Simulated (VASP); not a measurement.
# BeTe (F-43m) in VASP: density of states with PBEsol

Aim: the density of states of BeTe with PBEsol.

Everything below comes from runs of VASP 6.6.1. Logs are shortened: lines on timing, memory, paths and dates and some standing lists are left out, and cuts for length are marked.

## (1) The cell of the first run

The structure is cubic, space group F-43m (No. 216). Conventional cell: a = 5.512 Å, b = 5.512 Å, c = 5.512 Å, α = 90.00°, β = 90.00°, γ = 90.00°. Within 3.2 Å of Be (site symmetry -43m) lie 4 Te at 2.39 Å. Within 3.2 Å of Te (site symmetry -43m) lie 4 Be at 2.39 Å.

## (2) Density of states, PBEsol

File POSCAR:

```
BeTe
1.0
    0.0000000000      2.7560960000      2.7560960000
    2.7560960000      0.0000000000      2.7560960000
    2.7560960000      2.7560960000      0.0000000000
Be Te
1 1
Direct
    0.0000000000      0.0000000000      0.0000000000
    0.2500000000      0.2500000000      0.2500000000
```

File INCAR.step1:

```
SYSTEM = BeTe
PREC     = Accurate       ! precision mode
ENCUT    = 520            ! plane-wave cutoff, eV
EDIFF    = 1E-7           ! SCF threshold, eV
ISMEAR   = -1             ! smearing method
SIGMA    = 0.1            ! smearing width, eV
LREAL    = .False.        ! projectors in reciprocal space
LASPH    = .True.         ! aspherical terms in the spheres
NELM     = 60             ! most SCF steps
ALGO     = Normal         ! electronic algorithm
ISIF     = 2              ! what is computed and relaxed
LWAVE    = .False.        ! write WAVECAR
LCHARG   = .True.         ! write CHGCAR
GGA      = PS             ! functional
NBANDS   = 11             ! bands
```

File KPOINTS.step1:

```
regular mesh
0
Gamma
  8 8 8
  0 0 0
```

File INCAR.step2:

```
SYSTEM = BeTe
PREC     = Accurate       ! precision mode
ENCUT    = 520            ! plane-wave cutoff, eV
EDIFF    = 1E-7           ! SCF threshold, eV
ISMEAR   = -5             ! smearing method
SIGMA    = 0.1            ! smearing width, eV
LREAL    = .False.        ! projectors in reciprocal space
LASPH    = .True.         ! aspherical terms in the spheres
NELM     = 60             ! most SCF steps
ALGO     = Normal         ! electronic algorithm
ISIF     = 2              ! what is computed and relaxed
LWAVE    = .False.        ! write WAVECAR
LCHARG   = .False.        ! write CHGCAR
GGA      = PS             ! functional
LORBIT   = 10             ! projections on sites
NEDOS    = 1001           ! points of the DOS
ICHARG   = 11             ! starting density
```

File KPOINTS.step2:

```
regular mesh
0
Gamma
  12 12 12
  0 0 0
```

Potentials or basis: VASP PAW PBE potentials, release 64 (Be, Te).

Command:

```console
$ cat potpaw_PBE.64/Be/POTCAR potpaw_PBE.64/Te/POTCAR > POTCAR
$ cp INCAR.step1 INCAR
$ cp KPOINTS.step1 KPOINTS
$ mpirun -np 1 vasp_std > vasp.out
$ cp INCAR.step2 INCAR
$ cp KPOINTS.step2 KPOINTS
$ mpirun -np 1 vasp_std > vasp.out
```

OUTCAR:

```text
SYSTEM = BeTe
   PREC = Accurate
   ENCUT = 520
   EDIFF = 1E-7
   ISMEAR = -5
   LREAL = .False.
   LASPH = .True.
   NELM = 60
   ISIF = 2
   GGA = PS
   LORBIT = 10
   ICHARG = 11

 ion  position               nearest neighbor table
   1  0.000  0.000  0.000-   2 2.39   2 2.39   2 2.39   2 2.39
   2  0.250  0.250  0.250-   1 2.39   1 2.39   1 2.39   1 2.39

  LATTYP: Found a face centered cubic cell.
 ALAT       =     5.5121920000

  Lattice vectors:

 A1 = (   0.0000000000,   2.7560960000,   2.7560960000)
 A2 = (   2.7560960000,   0.0000000000,   2.7560960000)
 A3 = (   2.7560960000,   2.7560960000,   0.0000000000)

Analysis of symmetry for initial positions (statically):
=====================================================================
 Subroutine PRICEL returns:
 Original cell was already a primitive cell.

 Routine SETGRP: Setting up the symmetry group for a
 face centered cubic supercell.

 Subroutine GETGRP returns: Found 24 space group operations
 (whereof 24 operations were pure point group operations)
 out of a pool of 48 trial point group operations.

The static configuration has the point symmetry T_d .

Analysis of symmetry for dynamics (positions and initial velocities):
=====================================================================
 Subroutine PRICEL returns:
 Original cell was already a primitive cell.

 Routine SETGRP: Setting up the symmetry group for a
 face centered cubic supercell.

 Subroutine GETGRP returns: Found 24 space group operations
 (whereof 24 operations were pure point group operations)
 out of a pool of 48 trial point group operations.

The dynamic configuration has the point symmetry T_d .

 Subroutine INISYM returns: Found 24 space group operations
 (whereof 24 operations are pure point group operations),
 and found     1 'primitive' translations

----------------------------------------------------------------------------------------

                                     Primitive cell

  volume of cell :      41.8710

  direct lattice vectors                    reciprocal lattice vectors
     0.000000000  2.756096000  2.756096000    -0.181416032  0.181416032  0.181416032
     2.756096000  0.000000000  2.756096000     0.181416032 -0.181416032  0.181416032
     2.756096000  2.756096000  0.000000000     0.181416032  0.181416032 -0.181416032

  length of vectors
     3.897708342  3.897708342  3.897708342     0.314221785  0.314221785  0.314221785

  position of ions in fractional coordinates (direct lattice)
     0.000000000  0.000000000  0.000000000
     0.250000000  0.250000000  0.250000000

  ion indices of the primitive-cell ions
   primitive index   ion index
                 1           1
                 2           2

----------------------------------------------------------------------------------------

 KPOINTS: regular mesh

Automatic generation of k-mesh.
 Grid dimensions read from file:
 generate k-points for:   12   12   12

 Generating k-lattice:

  Cartesian coordinates                     Fractional coordinates (reciprocal lattice)
    -0.015118003  0.015118003  0.015118003     0.083333333  0.000000000  0.000000000
     0.015118003 -0.015118003  0.015118003     0.000000000  0.083333333  0.000000000
     0.015118003  0.015118003 -0.015118003     0.000000000  0.000000000  0.083333333

  Length of vectors
     0.026185149  0.026185149  0.026185149

  Shift w.r.t. Gamma in fractional coordinates (k-lattice)
     0.000000000  0.000000000  0.000000000

 TETIRR: Found    247 inequivalent tetrahedra from    10368

 Subroutine IBZKPT returns following result:
 ===========================================

 Found     72 irreducible k-points:

 Following reciprocal coordinates:
            Coordinates               Weight
  0.000000  0.000000  0.000000      1.000000
  0.083333  0.000000  0.000000      8.000000
  0.166667  0.000000  0.000000      8.000000
  0.250000  0.000000  0.000000      8.000000
  0.333333  0.000000  0.000000      8.000000
  0.416667  0.000000  0.000000      8.000000
[... 16 lines left out ...]
  0.500000  0.166667  0.000000     24.000000
 -0.416667  0.166667  0.000000     24.000000
 [... further k-points ...]
   k-points           NKPTS =     72   k-points in BZ     NKDIM =     72   number of bands    NBANDS=      8
   number of dos      NEDOS =   1001   number of ions     NIONS =      2
   total plane-waves  NPLWV =  27000
   dimension x,y,z NGX =    30 NGY =   30 NGZ =   30
   dimension x,y,z NGXF=    60 NGYF=   60 NGZF=   60
   ions per type =               1   1
   NGX,Y,Z   is equivalent  to a cutoff of  12.80, 12.80, 12.80 a.u.
   NGXF,Y,Z  is equivalent  to a cutoff of  25.59, 25.59, 25.59 a.u.
 SYSTEM =  BeTe
   PREC   = accura    normal or accurate (medium, high low for compatibility)
   ISTART =      0    job   : 0-new  1-cont  2-samecut
   ICHARG =     11    charge: 1-file 2-atom 10-const
   ISPIN  =      1    spin polarized calculation?
   LNONCOLLINEAR =      F non collinear calculations
   LSORBIT =      F    spin-orbit coupling
   LASPH  =      T    aspherical Exc in radial PAW
   ENCUT  =  520.0 eV  38.22 Ry    6.18 a.u.   7.25  7.25  7.25*2*pi/ulx,y,z
   NELM   =     60;   NELMIN=  2; NELMDL=  0     # of ELM steps
   EDIFF  = 0.1E-06   stopping-criterion for ELM
   LREAL  =      F    real-space projection
   EDIFFG = 0.1E-05   stopping-criterion for IOM
   NSW    =      0    number of steps for IOM
   IBRION =     -1    ionic relax: 0-MD 1-quasi-New 2-CG
   NFREE  =      0    steps in history (QN), initial steepest desc. (CG)
   ISIF   =      2    stress and relaxation
   ISYM   =      2    0-nonsym 1-usesym 2-fastsym
   POTIM  = 0.5000    time-step for ionic-motion
   TEBEG  =    0.0;   TEEND  =   0.0 temperature during run
   PSTRESS=    0.0 pullay stress
   NELECT =       8.0000    total number of electrons
   NUPDOWN=      -1.0000    fix difference up-down
   EMIN   =  10.00;   EMAX   =-10.00  energy-range for DOS
   EFERMI =   0.00;   METHOD = LEGACY
   ISMEAR =    -5;   SIGMA  =   0.10  broadening in eV -4-tet -1-fermi 0-gaus
   EFERMI_NEDOS =   21; number of points for ismear=-14 and -15
   IALGO  =     38    algorithm
   IMIX   =      4    mixing-type and parameters
     AMIX     =   0.40;   BMIX     =  1.00
     AMIX_MAG =   1.60;   BMIX_MAG =  1.00
  volume/ion in A,a.u.               =      20.94       141.28
  Fermi-wavevector in a.u.,A,eV,Ry     =   0.942903  1.781829 12.096486  0.889067
  Thomas-Fermi vector in A             =   2.070558
   LORBIT       =     10    0 simple, 1 ext, 2 COOP (PROOUT), +10 PAW based schemes
   GGA     = PS    functional components
   LHFCALC =     F    Hartree Fock is set to
   AEXX    =    0.0000 exact exchange contribution
   IVDW    =     0    specifies the selected vdW correction
   LEPSILON=     F    determine dielectric tensor
   LRPA    =     F    only Hartree local field effects (RPA)
 non-spin polarized calculation
 Fermi weights with tetrahedron method with Bloechl corrections
  energy-cutoff  :      520.00
  volume of cell :       41.87
 maximum number of plane-waves:      1158
 NGX is ok and might be reduce to    30

 number of electron       8.0000000 magnetization

 Free energy of the ion-electron system (eV)
  ---------------------------------------------------
  ext. energy  EPLUGINS =         0.00000000
  ---------------------------------------------------
  free energy    TOTEN  =        -8.19106786 eV

  energy without entropy =       -8.19106786  energy(sigma->0) =       -8.19106786

 E-fermi :   5.7535     XC(G=0):  -9.4586

 val. band max:        5.7491591162   @ k =   0.0000   0.0000   0.0000
 cond. band min:       7.4369099565   @ k =   0.5000   0.5000   0.0000
 fundamental gap:      1.6877508403
 Fermi energy:         5.7534519545

 k-point     1 :       0.0000    0.0000    0.0000
  band No.  band energies     occupation
      1      -7.0291      2.00000
      2       5.7492      2.00000
      3       5.7492      2.00000
      4       5.7492      2.00000
      5       9.2869      0.00000
      6       9.2869      0.00000
      7       9.2869      0.00000
      8       9.9592      0.00000

 k-point     2 :       0.0833    0.0000    0.0000
  band No.  band energies     occupation
      1      -6.9563      2.00000
      2       5.0106      2.00000
      3       5.6202      2.00000
      4       5.6202      2.00000
      5       9.3658      0.00000
      6       9.4714      0.00000
      7       9.4714      0.00000
      8      10.5703      0.00000

 k-point     3 :       0.1667    0.0000    0.0000
  band No.  band energies     occupation
      1      -6.7442      2.00000
      2       3.6033      2.00000
      3       5.3229      2.00000
      4       5.3229      2.00000
      5       9.2904      0.00000
      6       9.8791      0.00000
      7       9.8791      0.00000
      8      11.8792      0.00000

 k-point     4 :       0.2500    0.0000    0.0000
  band No.  band energies     occupation
      1      -6.4149      2.00000
      2       2.1740      2.00000
      3       4.9982      2.00000
      4       4.9982      2.00000
      5       9.1639      0.00000
      6      10.2197      0.00000
      7      10.2197      0.00000
      8      13.0396      0.00000

 k-point     5 :       0.3333    0.0000    0.0000
  band No.  band energies     occupation
      1      -6.0195      2.00000
      2       0.9428      2.00000
      3       4.7309      2.00000
      4       4.7309      2.00000
      5       9.0536      0.00000
      6      10.3285      0.00000
      7      10.3285      0.00000
      8      13.4917      0.00000

 k-point     6 :       0.4167    0.0000    0.0000
  band No.  band energies     occupation
      1      -5.6632      2.00000
      2       0.0708      2.00000
      3       4.5600      2.00000
      4       4.5600      2.00000
      5       8.9829      0.00000
      6      10.2972      0.00000
      7      10.2972      0.00000
      8      13.4347      0.00000

 k-point     7 :       0.5000    0.0000    0.0000
  band No.  band energies     occupation
      1      -5.5111      2.00000
      2      -0.2553      2.00000
      3       4.5015      2.00000
      4       4.5015      2.00000
      5       8.9590      0.00000
      6      10.2697      0.00000
      7      10.2697      0.00000
      8      13.3808      0.00000
[... 133 lines left out ...]
 k-point    20 :       0.2500    0.1667    0.0000
  band No.  band energies     occupation
      1      -6.4026      2.00000
      2       2.9596      2.00000
      3       4.2595      2.00000
      4       4.3523      2.00000
      5       8.6565      0.00000
      6      10.7173      0.00000
      7      11.4276      0.00000
      8      11.5489      0.00000

 k-point    21 :       0.3333    0.1667    0.0000
  band No.  band energies     occupation
      1      -6.0596      2.00000
      2       1.7835      2.00000
      3       3.9937      2.00000
      4       4.0165      2.00000
      5       8.8836      0.00000
      6      10.8601      0.00000
      7      11.4022      0.00000
      8      11.8046      0.00000

 k-point    22 :       0.4167    0.1667    0.0000
  band No.  band energies     occupation
      1      -5.6855      2.00000
      2       0.7822      2.00000
      3       3.5917      2.00000
      4       3.9114      2.00000
      5       8.9919      0.00000
      6      11.0943      0.00000
      7      11.7193      0.00000
      8      11.8376      0.00000

 k-point    23 :       0.5000    0.1667    0.0000
  band No.  band energies     occupation
      1      -5.4025      2.00000
      2       0.1505      2.00000
      3       3.2530      2.00000
      4       3.9526      2.00000
      5       9.0741      0.00000
      6      11.0096      0.00000
      7      11.4836      0.00000
      8      12.9918      0.00000

 k-point    24 :      -0.4167    0.1667    0.0000
  band No.  band energies     occupation
      1      -5.3584      2.00000
      2       0.0626      2.00000
      3       3.0358      2.00000
      4       4.1343      2.00000
      5       9.2388      0.00000
      6      10.9602      0.00000
      7      11.2324      0.00000
      8      14.0133      0.00000

 [... further k-points ...]
[... 5 lines left out ...]
  --------------------------------------------------------------------------------------
  -------------------------------------------------------------------------------------
  Total        0.9432352      0.9432352      0.9432352     -0.0000000      0.0000000     -0.0000000
  in kB       36.0925486     36.0925486     36.0925486     -0.0000000      0.0000000     -0.0000000
  external PRESSURE =      36.0925486 kB  Pullay stress =       0.0000000 kB

 VOLUME and BASIS-vectors are now :
 -----------------------------------------------------------------------------
  energy-cutoff  :      520.00
  volume of cell :       41.87
      direct lattice vectors                 reciprocal lattice vectors
     0.000000000  2.756096000  2.756096000    -0.181416032  0.181416032  0.181416032
     2.756096000  0.000000000  2.756096000     0.181416032 -0.181416032  0.181416032
     2.756096000  2.756096000  0.000000000     0.181416032  0.181416032 -0.181416032

 POSITION                                       TOTAL-FORCE (eV/Angst)
 -----------------------------------------------------------------------------------
      0.00000      0.00000      0.00000         0.000000      0.000000      0.000000
      1.37805      1.37805      1.37805        -0.000000     -0.000000     -0.000000
 -----------------------------------------------------------------------------------
    total drift:                                0.000000      0.000000      0.000000

  FREE ENERGIE OF THE ION-ELECTRON SYSTEM (eV)
  ---------------------------------------------------
  free  energy   TOTEN  =        -8.1910678558 eV

  energy  without entropy=       -8.1910678558  energy(sigma->0) =       -8.19106786

 total charge

# of ion       s       p       d       tot
------------------------------------------
    1        0.386   0.626   0.000   1.012
    2        1.332   2.171   0.038   3.542
--------------------------------------------------
tot          1.718   2.797   0.038   4.554
```

Run time: 18 s. Hardware: 1 thread of Intel Xeon Platinum 8559C (Emerald Rapids), shared host; peak memory 0.17 GiB.

What came out:

| Item | Value |
| --- | --- |
| Valence electrons inside the program's atomic spheres | Be 1.01; Te 3.54 |

Caveat: the PAW data sets were made with another functional, which shifts forces and pressure a little; spin-orbit coupling is left out, which moves the levels of the heavy elements.
